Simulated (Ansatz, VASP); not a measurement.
Two plane-wave programs on CuI3

The input INCAR:

```
SYSTEM = CuI3
PREC = Accurate
ENCUT = 520
EDIFF = 1E-7
ISMEAR = 0
SIGMA = 0.05
LREAL = .False.
LASPH = .True.
NELM = 150
ALGO = Normal
ISIF = 2
LWAVE = .False.
LCHARG = .False.
ISPIN = 2
MAGMOM = 0 0 0 0
LORBIT = 11
LMAXMIX = 4
LDAU = .True.
LDAUTYPE = 2
LDAUL = 2 -1
LDAUU = 4 0
LDAUJ = 0 0
LDAUPRINT = 1
GGA = PE
NBANDS = 28
```

The input KPOINTS:

```
regular mesh
0
Gamma
  6 6 6
  0 0 0
```

POSCAR

```
CuI3
1.0
    5.5369531545      0.0000000000      0.0000000000
    0.0000000000      5.5369531545      0.0000000000
    0.0000000000      0.0000000000      5.5369531545
Cu I
1 3
Direct
    0.0000000000      0.0000000000      0.0000000000
    0.5000000000      0.0000000000      0.0000000000
    0.0000000000      0.0000000000      0.5000000000
    0.0000000000      0.5000000000      0.0000000000
```

Input for Ansatz:

```yaml
crystal:
  lattice:
    - [5.5369531545, 0.0, 0.0]
    - [0.0, 5.5369531545, 0.0]
    - [0.0, 0.0, 5.5369531545]
  atoms:
    - { symbol: Cu, position: [0.0, 0.0, 0.0], spin: 0.05 }
    - { symbol: I, position: [0.5, 0.0, 0.0] }
    - { symbol: I, position: [0.0, 0.0, 0.5] }
    - { symbol: I, position: [0.0, 0.5, 0.0] }
basis:
  ecutwfc: 420
  ecutrho_ratio: 4
kpoints:
  mp_grid: { grid: [6, 6, 6] }
hamiltonian:
  xc: pbe
  hubbard:
    sites:
      - { species: Cu, l: d, u_eff: 4.0, starting_ns: start.occupation_matrices }
    ns_hold: { iters: 6 }
scf:
  occupations: { method: gaussian, width: 0.05 }
  lower_state_search: "off"
output:
  forces: true
  stress: true
  eigenvalues: true
  populations: true
  hubbard: { sites: [{ species: Cu, l: d }] }
magnetization:
  spin_polarized: true
```

Alike in both runs: task single point; functional PBE; k mesh 6 × 6 × 6; occupations gaussian, width 0.05 eV; collinear spin; Hubbard terms Cu d U = 4.0 eV.

|  | VASP | Ansatz |
| --- | --- | --- |
| version | VASP 6.6.1 | Ansatz 0.2.0 |
| potentials or method | VASP PAW PBE potentials, release 64 (Cu, I), cutoff 520 eV | scalar-relativistic, plane waves, PAW |
| valence electrons in the cell | 32 | 70 |

VASP gave:

* pressure (GPa): -1.0
* net moment per atom (μB): 0.00

Q: Which values does Ansatz return?

A: Pressure (GPa): -0.8; net moment per atom (μB): 0.00.

The programs project onto different local orbitals, so the same U acts differently, and such runs can settle in different states. VASP's potentials hold 32 valence electrons a cell and Ansatz's 70, so a difference there can come from the potentials and not from the codes. Ansatz's warnings: filled band counts differ across k points, seeded moment not kept.

Spin-orbit coupling is off throughout.
